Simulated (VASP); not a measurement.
Wanted: the native input for a VASP 6.6.1 run.

```yaml
Task: single point
Functional: PBE
Potentials_or_basis: VASP PAW PBE potentials, release 64 (Cd, Se)
Cutoff: 500 eV
k_mesh: 8 × 8 × 8
Occupations: gaussian, width 0.02 eV
Spin: no spin polarisation
Dipole_correction: no
Further_INCAR_settings: ALGO = Normal; EDIFF = 1e-06; NBANDS = 16
```

The structure of CdSe (pbe) lies in POSCAR:

```
CdSe
1.0
    0.0000000000      3.0054357831      3.2225329337
    3.0054357831      0.0000000000      3.2225329337
    3.0054357831      3.0054357831      0.0000000000
Cd Se
1 1
Direct
    0.0000000000      0.0000000000      0.0000000000
    0.2500000000      0.2500000000      0.2500000000
```

This cell differs from its parent crystal: strained cell.

These files were run (other wordings do the same):

INCAR

```
PREC = Accurate
ENCUT = 500
EDIFF = 1E-6
ISMEAR = 0
SIGMA = 0.02
LREAL = False
LASPH = True
NELM = 120
ALGO = Normal
ISIF = 2
LWAVE = False
LCHARG = False
GGA = PE
NBANDS = 16
GGA_COMPAT = False
```

KPOINTS

```
regular mesh
0
Gamma
  8 8 8
```

Potentials or basis: VASP PAW PBE potentials, release 64 (Cd, Se).

Launch:

```bash
$ cat potpaw_PBE.64/Cd/POTCAR potpaw_PBE.64/Se/POTCAR > POTCAR
$ mpirun -np 1 vasp_std > vasp.out
```

It gave:

| Property | Result |
| --- | --- |
| Pressure | 1.2 GPa |
| Band gap on the k mesh | 0.44 eV, direct |

Caveat: the cell differs from its parent crystal (strained cell).

Run time: 51 s on 1 thread of Intel Xeon 8259CL (shared host), peak memory 0.2 GiB.
